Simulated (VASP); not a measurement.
Runs of VASP 6.6.1 on BAs (zincblende type). The structure is that of space group F-43m (No. 216), or close to it. The cells are those of the table. 

```tsv
task	cell	cutoff (eV)	k mesh for the DOS	occupations for the DOS	gap on the mesh (eV)	pressure (GPa)
single point	a = 2.742 Å, angles 60.0°, 2 atoms	520	-	-	(a)	291.8
single point	a = 3.346 Å, angles 60.0°, 2 atoms	520	-	-	1.10	0.9
single point	a = 2.999 Å, angles 60.0°, 2 atoms	520	-	-	0.79	96.3
single point	a = 3.207 Å, angles 60.0°, 2 atoms	520	-	-	(b)	25.9
single point	a = 3.278 Å, angles 60.0°, 2 atoms	520	-	-	1.04	11.5
single point	a = 2.884 Å, angles 60.0°, 2 atoms	520	-	-	0.70	163.5
relaxation of cell and atoms	relaxed from a = 3.403 Å, angles 60.0°, 2 atoms	600	-	-	1.10	0.0
```

Alike in all rows: level LDA; potentials or basis VASP PAW LDA potentials, release 64 (B, As); no spin polarisation; k mesh 15 × 15 × 15; smearing fermi-dirac 0.05 eV.

Task: Fill in the values left out.

Result: (a) 0.54; (b) 0.98.

A k mesh can miss the band edges, and the runs leave out spin-orbit coupling on As.
